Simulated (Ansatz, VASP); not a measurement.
## Two plane-wave programs on Ti

INCAR

```
PREC = Accurate
ENCUT = 520
EDIFF = 1E-6
ISMEAR = 0
SIGMA = 0.15
LREAL = False
LASPH = True
NELM = 60
ALGO = Fast
ISIF = 2
LWAVE = False
LCHARG = True
GGA = PS
LELF = True
LVHAR = True
NBANDS = 19
```

Contents of KPOINTS:

```
regular mesh
0
Gamma
  18 18 10
```

The input POSCAR:

```
Ti
1.0
    2.9499978604      0.0000000000      0.0000000000
   -1.4749989302      2.5547730882      0.0000000000
    0.0000000000      0.0000000000      4.6860000000
Ti
2
Direct
    0.3773685553      0.7547371106      0.2019846351
    0.6666666667      0.3333333333      0.7500000000
```

Input for Ansatz:

```yaml
crystal:
  lattice:
    - [2.9499978604, 0.0, 0.0]
    - [-1.4749989302, 2.5547730882, 0.0]
    - [0.0, 0.0, 4.686]
  atoms:
    - { symbol: Ti, position: [0.3773685553, 0.7547371106, 0.2019846351] }
    - { symbol: Ti, position: [0.6666666667, 0.3333333333, 0.75] }
basis:
  ecutwfc: 420
kpoints:
  mp_grid: { grid: [18, 18, 10] }
hamiltonian:
  xc: pbesol
scf:
  occupations: { method: gaussian, width: 0.15 }
output:
  forces: true
  stress: true
  eigenvalues: true
```

Alike in both runs: task single point; functional PBEsol; k mesh 18 × 18 × 10; occupations gaussian, width 0.15 eV; no spin polarisation.

|  | VASP | Ansatz |
| --- | --- | --- |
| version | VASP 6.6.1 | Ansatz 0.2.0 |
| potentials or method | VASP PAW PBE potentials, release 64 (Ti_sv), cutoff 520 eV | scalar-relativistic, plane waves, PAW |
| valence electrons in the cell | 24 | 24 |

```tsv
	VASP	Ansatz	Ansatz less VASP
gap on the k mesh at the Fermi level (eV)	none	none	-
pressure (GPa)	-4.3	-4.0	+0.22
traceless stress, the component that is largest in VASP (GPa)	-4.09	-4.11	-0.017
rms of the force components (eV/Å)	0.528	0.529	+0.0017
```

VASP's potentials were made for PBE, not for PBEsol. Atom by atom the forces differ by 0.003 eV/Å (rms over components). A gap of «none» marks a metal or a gap that the smearing closes.
